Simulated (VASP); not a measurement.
# Sb (P6_3/mmc) in VASP: single point with LDA

Aim: the single point of Sb with LDA.

All numbers are computed with VASP 6.6.1; they aren't measurements. Logs are shortened: lines on timing, memory, paths and dates and some standing lists are left out, and cuts for length are marked.

## 1. The cell of the first run

Symmetry: P6_3/mmc, No. 194, hexagonal system. The conventional cell has a = 2.537 Å, b = 2.537 Å, c = 3.961 Å, α = 90.00°, β = 90.00°, γ = 120.00°. Sb (site symmetry -6m2) has 12 Sb at 2.46 to 2.54 Å within 3.3 Å.

## 2. Single point, LDA

INCAR

```
PREC = Accurate
ENCUT = 500
EDIFF = 1E-6
ISMEAR = -1
SIGMA = 0.05
LREAL = F
LASPH = T
NELM = 120
ALGO = Normal
ISIF = 2
LWAVE = F
LCHARG = F
NBANDS = 22
GGA_COMPAT = F
```

KPOINTS

```
Automatic mesh
0
Gamma
  14 14 8
```

POSCAR

```
Sb
1.0
    2.5372765848      0.0000000000      0.0000000000
   -1.2686382924      2.1973459788      0.0000000000
    0.0000000000      0.0000000000      3.9605320719
Sb
2
Direct
    0.3333333333      0.6666666667      0.2500000000
    0.6666666667      0.3333333333      0.7500000000
```

Potentials or basis: VASP PAW LDA potentials, release 64 (Sb_d_GW).

Command:

```bash
cat potpaw_LDA.64/Sb_d_GW/POTCAR > POTCAR
mpirun -np 1 vasp_std > vasp.out
```

OUTCAR:

```text
PREC = Accurate
   ENCUT = 500
   EDIFF = 1E-6
   ISMEAR = -1
   LREAL = F
   LASPH = T
   NELM = 120
   ISIF = 2

 ion  position               nearest neighbor table
   1  0.333  0.667  0.250-   2 2.46   2 2.46   2 2.46   2 2.46   2 2.46   2 2.46
   2  0.667  0.333  0.750-   1 2.46   1 2.46   1 2.46   1 2.46   1 2.46   1 2.46

  LATTYP: Found a hexagonal cell.
 ALAT       =     2.5372765848
 C/A-ratio  =     1.5609382499

  Lattice vectors:

 A1 = (   2.5372765848,   0.0000000000,   0.0000000000)
 A2 = (  -1.2686382924,   2.1973459788,   0.0000000000)
 A3 = (   0.0000000000,   0.0000000000,   3.9605320719)

Analysis of symmetry for initial positions (statically):
=====================================================================
 Subroutine PRICEL returns:
 Original cell was already a primitive cell.

 Routine SETGRP: Setting up the symmetry group for a
 hexagonal supercell.

 Subroutine GETGRP returns: Found 24 space group operations
 (whereof 12 operations were pure point group operations)
 out of a pool of 24 trial point group operations.

The static configuration has the point symmetry D_3d.
 The point group associated with its full space group is D_6h.

Analysis of symmetry for dynamics (positions and initial velocities):
=====================================================================
 Subroutine PRICEL returns:
 Original cell was already a primitive cell.

 Routine SETGRP: Setting up the symmetry group for a
 hexagonal supercell.

 Subroutine GETGRP returns: Found 24 space group operations
 (whereof 12 operations were pure point group operations)
 out of a pool of 24 trial point group operations.

The dynamic configuration has the point symmetry D_3d.
 The point group associated with its full space group is D_6h.

 Subroutine INISYM returns: Found 24 space group operations
 (whereof 12 operations are pure point group operations),
 and found     1 'primitive' translations

----------------------------------------------------------------------------------------

                                     Primitive cell

  volume of cell :      22.0811

  direct lattice vectors                    reciprocal lattice vectors
     2.537276585  0.000000000  0.000000000     0.394123371  0.227547234  0.000000000
    -1.268638292  2.197345979  0.000000000     0.000000000  0.455094468  0.000000000
[... 81 lines left out ...]
   LSORBIT =      F    spin-orbit coupling
   LASPH  =      T    aspherical Exc in radial PAW
   ENCUT  =  500.0 eV  36.75 Ry    6.06 a.u.   4.63  4.63  7.22*2*pi/ulx,y,z
   NELM   =    120;   NELMIN=  2; NELMDL= -5     # of ELM steps
   EDIFF  = 0.1E-05   stopping-criterion for ELM
   LREAL  =      F    real-space projection
   EDIFFG = 0.1E-04   stopping-criterion for IOM
   NSW    =      0    number of steps for IOM
   IBRION =     -1    ionic relax: 0-MD 1-quasi-New 2-CG
   NFREE  =      0    steps in history (QN), initial steepest desc. (CG)
   ISIF   =      2    stress and relaxation
   ISYM   =      2    0-nonsym 1-usesym 2-fastsym
   POTIM  = 0.5000    time-step for ionic-motion
   TEBEG  =    0.0;   TEEND  =   0.0 temperature during run
   PSTRESS=    0.0 pullay stress
   NELECT =      30.0000    total number of electrons
   NUPDOWN=      -1.0000    fix difference up-down
   EMIN   =  10.00;   EMAX   =-10.00  energy-range for DOS
   EFERMI =   0.00;   METHOD = LEGACY
   ISMEAR =    -1;   SIGMA  =   0.05  broadening in eV -4-tet -1-fermi 0-gaus
   EFERMI_NEDOS =   21; number of points for ismear=-14 and -15
   IALGO  =     38    algorithm
   IMIX   =      4    mixing-type and parameters
     AMIX     =   0.40;   BMIX     =  1.00
     AMIX_MAG =   1.60;   BMIX_MAG =  1.00
  volume/ion in A,a.u.               =      11.04        74.51
  Fermi-wavevector in a.u.,A,eV,Ry     =   1.813184  3.426422 44.731029  3.287638
  Thomas-Fermi vector in A             =   2.871276
   LORBIT       =      0    0 simple, 1 ext, 2 COOP (PROOUT), +10 PAW based schemes
   GGA     = CA    functional components
   LHFCALC =     F    Hartree Fock is set to
   AEXX    =    0.0000 exact exchange contribution
   IVDW    =     0    specifies the selected vdW correction
   LEPSILON=     F    determine dielectric tensor
   LRPA    =     F    only Hartree local field effects (RPA)
 non-spin polarized calculation
  energy-cutoff  :      500.00
  volume of cell :       22.08
 maximum number of plane-waves:       573
 NGX is ok and might be reduce to    20
   NGX =  9   NGY =  9   NGZ = 15

 number of electron      29.9999999 magnetization

 Free energy of the ion-electron system (eV)
  ---------------------------------------------------
  ext. energy  EPLUGINS =         0.00000000
  ---------------------------------------------------
  free energy    TOTEN  =         8.23671262 eV

  energy without entropy =        8.24214850  energy(sigma->0) =        8.23943056

 E-fermi :  21.2868     XC(G=0): -15.8376

 val. band max:       21.2851383420   @ k =   0.3571   0.0714   0.0000
 cond. band min:      21.2981252767   @ k =   0.4286  -0.0000   0.2500
 fundamental gap:      0.0129869346
 Fermi energy:        21.2868131235

 k-point     1 :       0.0000    0.0000    0.0000
  band No.  band energies     occupation
      1     -11.0690      2.00000
      2     -10.5768      2.00000
      3     -10.5332      2.00000
      4     -10.5332      2.00000
      5     -10.3939      2.00000
      6     -10.3939      2.00000
[... 589 lines left out ...]
     21      39.1046      0.00000
     22      40.2853      0.00000

 [... further k-points ...]

------------------------ aborting loop because EDIFF is reached ----------------------------------------

  FORCE on cell =-STRESS in cart. coord.  units (eV):
  Direction    XX          YY          ZZ          XY          YZ          ZX
  --------------------------------------------------------------------------------------
  -------------------------------------------------------------------------------------
  Total       57.7758656     57.7758656     57.7744732      0.0000000      0.0000000      0.0000000
  in kB     4192.1542493   4192.1542490   4192.0532181      0.0000000      0.0000000      0.0000000
  external PRESSURE =    4192.1205721 kB  Pullay stress =       0.0000000 kB

 VOLUME and BASIS-vectors are now :
 -----------------------------------------------------------------------------
  energy-cutoff  :      500.00
  volume of cell :       22.08
      direct lattice vectors                 reciprocal lattice vectors
     2.537276585  0.000000000  0.000000000     0.394123371  0.227547234  0.000000000
    -1.268638292  2.197345979  0.000000000     0.000000000  0.455094468  0.000000000
     0.000000000  0.000000000  3.960532072     0.000000000  0.000000000  0.252491327

 POSITION                                       TOTAL-FORCE (eV/Angst)
 -----------------------------------------------------------------------------------
     -0.00000      1.46490      0.99013         0.000000     -0.000000      0.000000
      1.26864      0.73245      2.97040        -0.000000      0.000000      0.000000
 -----------------------------------------------------------------------------------
    total drift:                                0.000000     -0.000000      0.000000

  FREE ENERGIE OF THE ION-ELECTRON SYSTEM (eV)
  ---------------------------------------------------
  free  energy   TOTEN  =         8.2367126193 eV

  energy  without entropy=        8.2421485001  energy(sigma->0) =        8.23943056
```

stdout:

```text
POSCAR found type information on POSCAR Sb
 POSCAR found :  1 types and       2 ions
 scaLAPACK will be used
 LDA part: xc-table for (Slater(with rela. corr.)+CA(PZ))
 , standard interpolation
 POSCAR, INCAR and KPOINTS ok, starting setup
 FFT: planning ... GRIDC
 FFT: planning ... GRID_SOFT
 FFT: planning ... GRID
 WAVECAR not read
 entering main loop
```

Wall time 42 s (1 thread of AMD EPYC 9R45 (Zen 5), shared host); peak memory 0.14 GiB.

Results:

```yaml
Free_energy: 8.2367 eV
Pressure: 419.2 GPa
Band_gap_on_the_k_mesh: zero (band 15 reaches 28.86 eV, above the bottom of band 16 at 13.97 eV)
```

Caveat: spin-orbit coupling is left out, which moves the levels of the heavy elements.
